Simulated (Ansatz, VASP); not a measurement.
One calculation of Te5Pd, two programs

```xyz
6
Lattice="2.9566 1.7070 5.2490 -2.9566 1.7070 5.2490 0.0000 -3.4139 5.2490" Properties=species:S:1:pos:R:3 pbc="T T T"
Te    0.0000    0.0000    2.2521
Te    0.6954    1.7070    5.2490
Te   -1.8260   -0.2512    5.2490
Te    0.0000    0.0000   13.4950
Te    1.1306   -1.4558    5.2490
Pd    0.0000    0.0000    7.8736
```

Change from the starting cell: species swapped into the Ti5Si type (R32, No. 155).

Alike in both runs: functional PBE; k mesh 3 × 3 × 3; occupations gaussian, width 0.1 eV; no spin polarisation.

Ansatz relaxed the structure, and its values are those at the end. VASP's run is a single point on that final structure, the one shown.

|  | VASP | Ansatz |
| --- | --- | --- |
| version | VASP 6.6.1 | Ansatz 0.2.0 |
| potentials or method | VASP PAW PBE potentials, release 64 (Te, Pd), cutoff 520 eV | scalar-relativistic, plane waves, PAW |
| valence electrons in the cell | 40 | 98 |

Ansatz gave:

* gap on the k mesh at the Fermi level (eV): none
* pressure (GPa): 0.2
* rms of the force components (eV/Å): 0.010

**Question.** Which values does VASP return?

**Answer.** gap on the k mesh at the Fermi level (eV): none; pressure (GPa): 0.1; rms of the force components (eV/Å): 0.010.

A gap of «none» marks a metal or a gap that the smearing closes. VASP's potentials hold 40 valence electrons a cell and Ansatz's 98, so a difference there can come from the potentials and not from the codes.

The k mesh is coarse, so the values compare programs but aren't converged. Neither program's run includes spin-orbit coupling.
